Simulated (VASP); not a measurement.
# Cr (Im-3m) in VASP: relaxation of cell and atoms with PBEsol

Aim: the relaxation of cell and atoms of Cr with PBEsol.

Everything below comes from runs of VASP 6.6.1. Logs are shortened: lines on timing, memory, paths and dates and some standing lists are left out, and cuts for length are marked.

### 1 The cell of the first run

It takes space group Im-3m (No. 229, cubic). Conventional cell: a = 2.884 Å, b = 2.884 Å, c = 2.884 Å, α = 90.00°, β = 90.00°, γ = 90.00°. Within 3.3 Å of Cr (site symmetry m-3m) lie 14 Cr at 2.50 to 2.88 Å.

### 2 Relaxation of cell and atoms, PBEsol, collinear spin, antiferromagnetic start

The input, INCAR:

```
SYSTEM = Cr
PREC = Accurate
ENCUT = 600
EDIFF = 1E-7
ISMEAR = -1
SIGMA = 0.05
LREAL = .False.
LASPH = .True.
NELM = 200
ALGO = Normal
ISIF = 3
LWAVE = .False.
LCHARG = .False.
ISPIN = 2
MAGMOM = 1.5 -1.5
LORBIT = 11
LMAXMIX = 4
GGA = PS
IBRION = 2
NSW = 80
EDIFFG = -0.01
GGA_COMPAT = .False.
NELMIN = 4
```

The input, KPOINTS:

```
Automatic mesh
0
Gamma
  11 11 11
  0 0 0
```

The input, POSCAR:

```
Cr
1.0
    2.8839000000      0.0000000000      0.0000000000
    0.0000000000      2.8839000000      0.0000000000
    0.0000000000      0.0000000000      2.8839000000
Cr
2
Direct
    0.0000000000      0.0000000000      0.0000000000
    0.5000000000      0.5000000000      0.5000000000
```

Potentials or basis: VASP PAW PBE potentials, release 64 (Cr_sv).

Launch:

```bash
$ cat potpaw_PBE.64/Cr_sv/POTCAR > POTCAR
$ mpirun -np 1 vasp_std > vasp.out
```

OUTCAR:

```text
SYSTEM = Cr
   PREC = Accurate
   ENCUT = 600
   EDIFF = 1E-7
   ISMEAR = -1
   LREAL = .False.
   LASPH = .True.
   NELM = 200
   ISIF = 3
   ISPIN = 2
   LORBIT = 11
   GGA = PS
   IBRION = 2
   NSW = 80
   EDIFFG = -0.01
   NELMIN = 4

 ion  position               nearest neighbor table
   1  0.000  0.000  0.000-   2 2.50   2 2.50   2 2.50   2 2.50   2 2.50   2 2.50   2 2.50   2 2.50

   2  0.500  0.500  0.500-   1 2.50   1 2.50   1 2.50   1 2.50   1 2.50   1 2.50   1 2.50   1 2.50

  LATTYP: Found a simple cubic cell.
 ALAT       =     2.8839000000

  Lattice vectors:

 A1 = (   2.8839000000,   0.0000000000,   0.0000000000)
 A2 = (   0.0000000000,   2.8839000000,   0.0000000000)
 A3 = (   0.0000000000,   0.0000000000,   2.8839000000)

Analysis of symmetry for initial positions (statically):
=====================================================================
 Subroutine PRICEL returns following result:

  LATTYP: Found a body centered cubic cell.
 ALAT       =     2.8839000000
[... 12 lines left out ...]
 Subroutine GETGRP returns: Found 48 space group operations
 (whereof 48 operations were pure point group operations)
 out of a pool of 48 trial point group operations.

The static configuration has the point symmetry O_h .

Analysis of symmetry for dynamics (positions and initial velocities):
=====================================================================
 Subroutine PRICEL returns following result:

  LATTYP: Found a body centered cubic cell.
 ALAT       =     2.8839000000
[... 12 lines left out ...]
 Subroutine GETGRP returns: Found 48 space group operations
 (whereof 48 operations were pure point group operations)
 out of a pool of 48 trial point group operations.

The dynamic configuration has the point symmetry O_h .

Analysis of structural, dynamic, and magnetic symmetry:
=====================================================================
 Subroutine PRICEL returns following result:

  LATTYP: Found a body centered cubic cell.
 ALAT       =     2.8839000000
[... 12 lines left out ...]
 Subroutine GETGRP returns: Found 48 space group operations
 (whereof 48 operations were pure point group operations)
 out of a pool of 48 trial point group operations.

The overall configuration has the point symmetry O_h .

 Subroutine INISYM returns: Found 48 space group operations
 (whereof 48 operations are pure point group operations),
 and found     2 'primitive' translations

[... 104 lines left out ...]
   NUPDOWN=      -1.0000    fix difference up-down
   EMIN   =  10.00;   EMAX   =-10.00  energy-range for DOS
   EFERMI =   0.00;   METHOD = LEGACY
   ISMEAR =    -1;   SIGMA  =   0.05  broadening in eV -4-tet -1-fermi 0-gaus
   EFERMI_NEDOS =   21; number of points for ismear=-14 and -15
   IALGO  =     38    algorithm
   IMIX   =      4    mixing-type and parameters
     AMIX     =   0.40;   BMIX     =  1.00
     AMIX_MAG =   1.60;   BMIX_MAG =  1.00
  volume/ion in A,a.u.               =      11.99        80.93
  Fermi-wavevector in a.u.,A,eV,Ry     =   1.723775  3.257463 40.428367  2.971401
  Thomas-Fermi vector in A             =   2.799589
   LORBIT       =     11    0 simple, 1 ext, 2 COOP (PROOUT), +10 PAW based schemes
   GGA     = PS    functional components
   LHFCALC =     F    Hartree Fock is set to
   AEXX    =    0.0000 exact exchange contribution
   IVDW    =     0    specifies the selected vdW correction
   LEPSILON=     F    determine dielectric tensor
   LRPA    =     F    only Hartree local field effects (RPA)
 conjugate gradient relaxation of ions
 spin polarized calculation
  energy-cutoff  :      600.00
  volume of cell :       23.99
 maximum number of plane-waves:       813
 NGX is ok and might be reduce to    24
   NGX = 11   NGY = 11   NGZ = 11

--------------------------------------- Ionic step        1  -------------------------------------------

 number of electron      27.9999967 magnetization       0.0000000

 number of electron      27.9999967 magnetization      -0.0000000

 Free energy of the ion-electron system (eV)
  ---------------------------------------------------
  ext. energy  EPLUGINS =         0.00000000
  ---------------------------------------------------
  free energy    TOTEN  =       -20.59962169 eV

  energy without entropy =      -20.59520265  energy(sigma->0) =      -20.59741217

------------------------ aborting loop because EDIFF is reached ----------------------------------------

  FORCE on cell =-STRESS in cart. coord.  units (eV):
  Direction    XX          YY          ZZ          XY          YZ          ZX
  --------------------------------------------------------------------------------------
  -------------------------------------------------------------------------------------
  Total       -2.4127465     -2.4127465     -2.4127465      0.0000000     -0.0000000     -0.0000000
  in kB     -161.1690621   -161.1690621   -161.1690621      0.0000000     -0.0000000     -0.0000000
  external PRESSURE =    -161.1690621 kB  Pullay stress =       0.0000000 kB
[... 215 lines left out ...]
 number of electron      28.0000018 magnetization       0.0000000

 number of electron      28.0000018 magnetization      -0.0000000

 Free energy of the ion-electron system (eV)
  ---------------------------------------------------
  ext. energy  EPLUGINS =         0.00000000
  ---------------------------------------------------
  free energy    TOTEN  =       -20.70068830 eV

  energy without entropy =      -20.68932808  energy(sigma->0) =      -20.69500819

 E-fermi :  14.6079     XC(G=0): -14.1703

 val. band max:       14.6051348885   @ k =   0.3636   0.0909   0.0909
 cond. band min:      14.6270417757   @ k =   0.3636   0.0000   0.0000
 fundamental gap:      0.0219068872
 Fermi energy:        14.6078725074

 spin component 1

 k-point     1 :       0.0000    0.0000    0.0000
  band No.  band energies     occupation
      1     -57.0720      1.00000
      2     -56.6479      1.00000
      3     -28.5864      1.00000
      4     -28.5864      1.00000
      5     -28.5864      1.00000
      6     -27.8542      1.00000
[... 493 lines left out ...]
     17      15.7419      0.00000
     18      16.1408      0.00000

 [... further k-points ...]

 spin component 2

 k-point     1 :       0.0000    0.0000    0.0000
  band No.  band energies     occupation
      1     -57.0720      1.00000
      2     -56.6479      1.00000
      3     -28.5864      1.00000
      4     -28.5864      1.00000
      5     -28.5864      1.00000
      6     -27.8542      1.00000
[... 524 lines left out ...]
  FREE ENERGIE OF THE ION-ELECTRON SYSTEM (eV)
  ---------------------------------------------------
  free  energy   TOTEN  =       -20.7006882994 eV

  energy  without entropy=      -20.6893280817  energy(sigma->0) =      -20.69500819

 reached required accuracy - stopping structural energy minimisation

 total charge

# of ion       s       p       d       tot
------------------------------------------
    1        2.204   6.030   3.588  11.822
    2        2.204   6.030   3.588  11.822
--------------------------------------------------
tot          4.408  12.060   7.175  23.643

 magnetization (x)

# of ion       s       p       d       tot
------------------------------------------
    1        0.000   0.000   0.000   0.000
    2       -0.000  -0.000  -0.000  -0.000
--------------------------------------------------
tot          0.000   0.000   0.000   0.000
```

OSZICAR:

```text
N       E                     dE             d eps       ncg     rms          rms(c)
DAV:   1     0.529477960147E+03    0.52948E+03   -0.17052E+04  4834   0.434E+03
DAV:   2     0.239640861199E+02   -0.50551E+03   -0.49870E+03  4526   0.964E+02
DAV:   3    -0.193128592636E+02   -0.43277E+02   -0.41750E+02  6228   0.325E+02
DAV:   4    -0.234304672190E+02   -0.41176E+01   -0.40511E+01  7536   0.762E+01
[... 82 lines left out ...]
DAV:   3    -0.207006800561E+02    0.39860E-04   -0.20242E-04  7752   0.172E-01    0.328E-02
DAV:   4    -0.207006790824E+02    0.97372E-06   -0.14650E-04  7098   0.596E-02    0.114E-02
DAV:   5    -0.207006823372E+02   -0.32548E-05   -0.44405E-06  7214   0.318E-02    0.813E-03
DAV:   6    -0.207006882298E+02   -0.58926E-05   -0.12447E-05  7782   0.270E-02    0.225E-03
DAV:   7    -0.207006882994E+02   -0.69618E-07   -0.44786E-07  4712   0.136E-02
   7 F= -.20700688E+02 E0= -.20695008E+02  d E =-.201824E-04  mag=    -0.0000
```

CONTCAR:

```text
Cr
   1.00000000000000
     2.8067422910322599   -0.0000000000000000   -0.0000000000000000
    -0.0000000000000000    2.8067422910322599   -0.0000000000000000
    -0.0000000000000000    0.0000000000000000    2.8067422910322599
  Cr
     2
Direct
     0.0000000000000000    0.0000000000000000    0.0000000000000000
     0.5000000000000000    0.5000000000000000    0.5000000000000000

  0.00000000E+00  0.00000000E+00  0.00000000E+00
  0.00000000E+00  0.00000000E+00  0.00000000E+00
```

Wall time 3.2 min (1 thread of Intel Xeon Platinum 8375C at 2.90GHz (Ice Lake), shared host); peak memory 0.18 GiB.

What came out:

```yaml
Free_energy: -20.7007 eV
Relaxed_volume: 11.06 Å³/atom
Relaxed_cell: a = 2.807 Å, b = 2.807 Å, c = 2.807 Å, α = 90.00°, β = 90.00°, γ = 90.00°
Space_group_after_relaxing_to_0.1_Å: Im-3m (No. 229)
Energy_gained_by_relaxing: 50.5 meV/atom
Ionic_steps: 7
Pressure_after_relaxing: 0.0 GPa
Band_gap_on_the_k_mesh: zero (filled and empty bands overlap)
Net_moment: 0.00 μB per cell
Valence_electrons_inside_the_program's_atomic_spheres: Cr 11.82
```

The path:
```
step  energy change (eV)  largest force (eV/Å)  pressure (GPa)  volume (Å³)
   1              0.0000                0.0000          -16.12        23.99
   2              0.1142                0.0000           36.08        20.04
   3             -0.1006                0.0000           -1.40        22.22
   4             -0.1011                0.0000           -0.19        22.13
   5             -0.1010                0.0000            0.26        22.09
   6             -0.1010                0.0000           -0.38        22.14
   7             -0.1011                0.0000           -0.02        22.11
```

Final structure:
```yaml
crystal:
  lattice:
    - [2.80674, 0.00000, 0.00000]
    - [0.00000, 2.80674, 0.00000]
    - [0.00000, 0.00000, 2.80674]
  atoms:
    - { symbol: Cr, position: [0.00000, 0.00000, 0.00000] }
    - { symbol: Cr, position: [0.50000, 0.50000, 0.50000] }
```

Caveat: the PAW data sets were made with another functional, which shifts forces and pressure a little.
